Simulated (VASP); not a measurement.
# SnSe (CsCl type) (Pm-3m) in VASP: a series of runs

Runs on SnSe (CsCl type). Level: PBE. Tasks: single point.

All numbers are computed with VASP 6.6.1; they aren't measurements. Logs are shortened: lines on timing, memory, paths and dates and some standing lists are left out, and cuts for length are marked.

## 1. The cell of the first run

It takes space group Pm-3m (No. 221, cubic). The conventional cell has a = 3.501 Å, b = 3.501 Å, c = 3.501 Å, α = 90.00°, β = 90.00°, γ = 90.00°. Within 4.0 Å of Sn (site symmetry m-3m) lie 8 Se at 3.03 Å and 6 Sn at 3.50 Å. Within 4.0 Å of Se (site symmetry m-3m) lie 8 Sn at 3.03 Å and 6 Se at 3.50 Å.

## 2. Single point, PBE

INCAR reads:

```
SYSTEM = SnSe
PREC = Accurate
ENCUT = 520
EDIFF = 1E-6
ISMEAR = -1
SIGMA = 0.1
LREAL = .FALSE.
LASPH = .TRUE.
NELM = 100
ALGO = Normal
ISIF = 2
LWAVE = .FALSE.
LCHARG = .FALSE.
GGA = PE
NBANDS = 17
```

KPOINTS reads:

```
regular mesh
0
G
  13 13 13
  0 0 0
```

POSCAR reads:

```
SnSe
1.0
    3.5012772285      0.0000000000      0.0000000000
    0.0000000000      3.5012772285      0.0000000000
    0.0000000000      0.0000000000      3.5012772285
Sn Se
1 1
Direct
    0.0000000000      0.0000000000      0.0000000000
    0.5000000000      0.5000000000      0.5000000000
```

Potentials or basis: VASP PAW PBE potentials, release 64 (Sn_d, Se).

Run with:

```
$ cat potpaw_PBE.64/Sn_d/POTCAR potpaw_PBE.64/Se/POTCAR > POTCAR
$ mpirun -np 1 vasp_std > vasp.out
```

OUTCAR:

```text
SYSTEM = SnSe
   PREC = Accurate
   ENCUT = 520
   EDIFF = 1E-6
   ISMEAR = -1
   LREAL = .FALSE.
   LASPH = .TRUE.
   NELM = 100
   ISIF = 2
   GGA = PE

 ion  position               nearest neighbor table
   1  0.000  0.000  0.000-   2 3.03   2 3.03   2 3.03   2 3.03   2 3.03   2 3.03   2 3.03   2 3.03

   2  0.500  0.500  0.500-   1 3.03   1 3.03   1 3.03   1 3.03   1 3.03   1 3.03   1 3.03   1 3.03

  LATTYP: Found a simple cubic cell.
 ALAT       =     3.5012772285

  Lattice vectors:

 A1 = (   3.5012772285,   0.0000000000,   0.0000000000)
 A2 = (   0.0000000000,   3.5012772285,   0.0000000000)
 A3 = (   0.0000000000,   0.0000000000,   3.5012772285)

Analysis of symmetry for initial positions (statically):
=====================================================================
 Subroutine PRICEL returns:
 Original cell was already a primitive cell.

 Routine SETGRP: Setting up the symmetry group for a
 simple cubic supercell.

 Subroutine GETGRP returns: Found 48 space group operations
 (whereof 48 operations were pure point group operations)
 out of a pool of 48 trial point group operations.

The static configuration has the point symmetry O_h .

Analysis of symmetry for dynamics (positions and initial velocities):
=====================================================================
 Subroutine PRICEL returns:
 Original cell was already a primitive cell.

 Routine SETGRP: Setting up the symmetry group for a
 simple cubic supercell.

 Subroutine GETGRP returns: Found 48 space group operations
 (whereof 48 operations were pure point group operations)
 out of a pool of 48 trial point group operations.

The dynamic configuration has the point symmetry O_h .

 Subroutine INISYM returns: Found 48 space group operations
 (whereof 48 operations are pure point group operations),
 and found     1 'primitive' translations

----------------------------------------------------------------------------------------

                                     Primitive cell

  volume of cell :      42.9220

  direct lattice vectors                    reciprocal lattice vectors
     3.501277228  0.000000000  0.000000000     0.285610060  0.000000000  0.000000000
     0.000000000  3.501277228  0.000000000     0.000000000  0.285610060  0.000000000
     0.000000000  0.000000000  3.501277228     0.000000000  0.000000000  0.285610060

[... 74 lines left out ...]
   PREC   = accura    normal or accurate (medium, high low for compatibility)
   ISTART =      0    job   : 0-new  1-cont  2-samecut
   ICHARG =      2    charge: 1-file 2-atom 10-const
   ISPIN  =      1    spin polarized calculation?
   LNONCOLLINEAR =      F non collinear calculations
   LSORBIT =      F    spin-orbit coupling
   LASPH  =      T    aspherical Exc in radial PAW
   ENCUT  =  520.0 eV  38.22 Ry    6.18 a.u.   6.51  6.51  6.51*2*pi/ulx,y,z
   NELM   =    100;   NELMIN=  2; NELMDL= -5     # of ELM steps
   EDIFF  = 0.1E-05   stopping-criterion for ELM
   LREAL  =      F    real-space projection
   EDIFFG = 0.1E-04   stopping-criterion for IOM
   NSW    =      0    number of steps for IOM
   IBRION =     -1    ionic relax: 0-MD 1-quasi-New 2-CG
   NFREE  =      0    steps in history (QN), initial steepest desc. (CG)
   ISIF   =      2    stress and relaxation
   ISYM   =      2    0-nonsym 1-usesym 2-fastsym
   POTIM  = 0.5000    time-step for ionic-motion
   TEBEG  =    0.0;   TEEND  =   0.0 temperature during run
   PSTRESS=    0.0 pullay stress
   NELECT =      20.0000    total number of electrons
   NUPDOWN=      -1.0000    fix difference up-down
   EMIN   =  10.00;   EMAX   =-10.00  energy-range for DOS
   EFERMI =   0.00;   METHOD = LEGACY
   ISMEAR =    -1;   SIGMA  =   0.10  broadening in eV -4-tet -1-fermi 0-gaus
   EFERMI_NEDOS =   21; number of points for ismear=-14 and -15
   IALGO  =     38    algorithm
   IMIX   =      4    mixing-type and parameters
     AMIX     =   0.40;   BMIX     =  1.00
     AMIX_MAG =   1.60;   BMIX_MAG =  1.00
  volume/ion in A,a.u.               =      21.46       144.83
  Fermi-wavevector in a.u.,A,eV,Ry     =   1.269185  2.398412 21.916687  1.610831
  Thomas-Fermi vector in A             =   2.402240
   LORBIT       =      0    0 simple, 1 ext, 2 COOP (PROOUT), +10 PAW based schemes
   GGA     = PE    functional components
   LHFCALC =     F    Hartree Fock is set to
   AEXX    =    0.0000 exact exchange contribution
   IVDW    =     0    specifies the selected vdW correction
   LEPSILON=     F    determine dielectric tensor
   LRPA    =     F    only Hartree local field effects (RPA)
 non-spin polarized calculation
  energy-cutoff  :      520.00
  volume of cell :       42.92
 maximum number of plane-waves:      1189
 NGX is ok and might be reduce to    28
   NGX = 13   NGY = 13   NGZ = 13

 number of electron      20.0000001 magnetization

 Free energy of the ion-electron system (eV)
  ---------------------------------------------------
  ext. energy  EPLUGINS =         0.00000000
  ---------------------------------------------------
  free energy    TOTEN  =        -7.54237479 eV

  energy without entropy =       -7.51621804  energy(sigma->0) =       -7.52929641

 E-fermi :   8.1815     XC(G=0): -10.8929

 val. band max:        8.1653827346   @ k =   0.3077   0.0769   0.0769
 cond. band min:       8.2240898709   @ k =   0.4615   0.0769   0.0769
 fundamental gap:      0.0587071363
 Fermi energy:         8.1814534961

 k-point     1 :       0.0000    0.0000    0.0000
  band No.  band energies     occupation
      1     -13.5542      2.00000
      2     -13.5542      2.00000
      3     -13.4362      2.00000
      4     -13.4362      2.00000
      5     -13.4362      2.00000
      6      -6.7757      2.00000
[... 457 lines left out ...]
      4     -13.4552      2.00000
      5     -13.4325      2.00000
      6      -5.0041      2.00000
[... 9 lines left out ...]
     16      18.4266      0.00000
     17      19.5317      0.00000

 [... further k-points ...]
[... 5 lines left out ...]
  --------------------------------------------------------------------------------------
  -------------------------------------------------------------------------------------
  Total        2.6757848      2.6757848      2.6757848     -0.0000000      0.0000000     -0.0000000
  in kB       99.8808603     99.8808603     99.8808603     -0.0000000      0.0000000     -0.0000000
  external PRESSURE =      99.8808603 kB  Pullay stress =       0.0000000 kB

 VOLUME and BASIS-vectors are now :
 -----------------------------------------------------------------------------
  energy-cutoff  :      520.00
  volume of cell :       42.92
      direct lattice vectors                 reciprocal lattice vectors
     3.501277228  0.000000000  0.000000000     0.285610060  0.000000000  0.000000000
     0.000000000  3.501277228  0.000000000     0.000000000  0.285610060  0.000000000
     0.000000000  0.000000000  3.501277228     0.000000000  0.000000000  0.285610060

 POSITION                                       TOTAL-FORCE (eV/Angst)
 -----------------------------------------------------------------------------------
      0.00000      0.00000      0.00000         0.000000      0.000000      0.000000
      1.75064      1.75064      1.75064         0.000000      0.000000      0.000000
 -----------------------------------------------------------------------------------
    total drift:                               -0.000000      0.000000     -0.000000

  FREE ENERGIE OF THE ION-ELECTRON SYSTEM (eV)
  ---------------------------------------------------
  free  energy   TOTEN  =        -7.5423747916 eV

  energy  without entropy=       -7.5162180367  energy(sigma->0) =       -7.52929641
```

OSZICAR:

```text
N       E                     dE             d eps       ncg     rms          rms(c)
DAV:   1     0.134086595583E+03    0.13409E+03   -0.99116E+03  2933   0.156E+03
DAV:   2     0.397925996881E+01   -0.13011E+03   -0.12603E+03  3072   0.370E+02
DAV:   3    -0.743896729593E+01   -0.11418E+02   -0.11256E+02  3544   0.908E+01
DAV:   4    -0.770244602030E+01   -0.26348E+00   -0.26302E+00  3349   0.142E+01
DAV:   5    -0.770885313921E+01   -0.64071E-02   -0.64066E-02  3938   0.221E+00    0.357E+00
DAV:   6    -0.754876137693E+01    0.16009E+00   -0.32268E-01  4371   0.440E+00    0.216E+00
DAV:   7    -0.754329808962E+01    0.54633E-02   -0.48188E-02  3510   0.121E+00    0.101E+00
DAV:   8    -0.754242701072E+01    0.87108E-03   -0.46216E-03  3565   0.614E-01    0.606E-02
DAV:   9    -0.754236678224E+01    0.60228E-04   -0.45502E-04  3954   0.204E-01    0.338E-02
DAV:  10    -0.754237343981E+01   -0.66576E-05   -0.49229E-05  3203   0.463E-02    0.800E-03
DAV:  11    -0.754237467931E+01   -0.12395E-05   -0.36513E-06  3688   0.171E-02    0.180E-03
DAV:  12    -0.754237479156E+01   -0.11225E-06   -0.27256E-07  1626   0.858E-03
   1 F= -.75423748E+01 E0= -.75292964E+01  d E =-.261568E-01
```

stdout:

```text
POSCAR found type information on POSCAR SnSe
 POSCAR found :  2 types and       2 ions
 scaLAPACK will be used
 LDA part: xc-table for (Slater+PW92), standard interpolation
 POSCAR, INCAR and KPOINTS ok, starting setup
 FFT: planning ... GRIDC
 FFT: planning ... GRID_SOFT
 FFT: planning ... GRID
 WAVECAR not read
 entering main loop
```

Wall time 64 s (1 thread of Intel Xeon 8259CL, shared host); peak memory 0.2 GiB.

Results:

```yaml
Free_energy: -7.5424 eV
Pressure: 10.0 GPa
Band_gap_on_the_k_mesh: zero (bands 10 and 11 overlap by 2.05 eV)
```

Caveat: the cell stands under pressure; spin-orbit coupling is left out, which moves the levels of the heavy elements.

## 3. Single point, PBE

INCAR reads:

```
  PREC = Accurate
  ENCUT = 520
  EDIFF = 1E-7
  ISMEAR = -1
  SIGMA = 0.1
  LREAL = False
  LASPH = True
  NELM = 100
  ALGO = Normal
  ISIF = 2
  LWAVE = False
  LCHARG = False
  GGA = PE
  NBANDS = 17
```

KPOINTS reads:

```
Automatic mesh
0
Gamma
  13 13 13
```

POSCAR reads:

```
SnSe
1.0
    3.5007861178      0.0000000000      0.0000000000
    0.0000000000      3.5007861178      0.0000000000
    0.0000000000      0.0000000000      3.5007861178
Sn Se
1 1
Direct
    0.0000000000      0.0000000000      0.0000000000
    0.5000000000      0.5000000000      0.5000000000
```

Potentials or basis: VASP PAW PBE potentials, release 64 (Sn_d, Se).

Run with:

```
$ cat potpaw_PBE.64/Sn_d/POTCAR potpaw_PBE.64/Se/POTCAR > POTCAR
$ mpirun -np 1 vasp_std > vasp.out
```

It took 82 s on 1 thread of Intel Xeon 8259CL, shared host; peak memory 0.2 GiB.

It converged, with:

```
Free energy            : -7.5412 eV
Pressure               : 10.0 GPa
Band gap on the k mesh : zero (bands 10 and 11 overlap by 2.05 eV)
```

Levels at points of the mesh, in eV from the Fermi level:
| k point | band 6 | band 7 | band 8 | band 9 | band 10 | band 11 | band 12 | band 13 | band 14 | band 15 |
| --- | --- | --- | --- | --- | --- | --- | --- | --- | --- | --- |
| (0.00, 0.00, 0.00) | -14.96 | -5.46 | -2.45 | -2.45 | -2.45 | 3.93 | 3.93 | 7.04 | 7.04 | 7.04 |

Caveat: the cell stands under pressure; spin-orbit coupling is left out, which moves the levels of the heavy elements.

The gap in the log of VASP goes by the Fermi energy; the results here count the filled bands.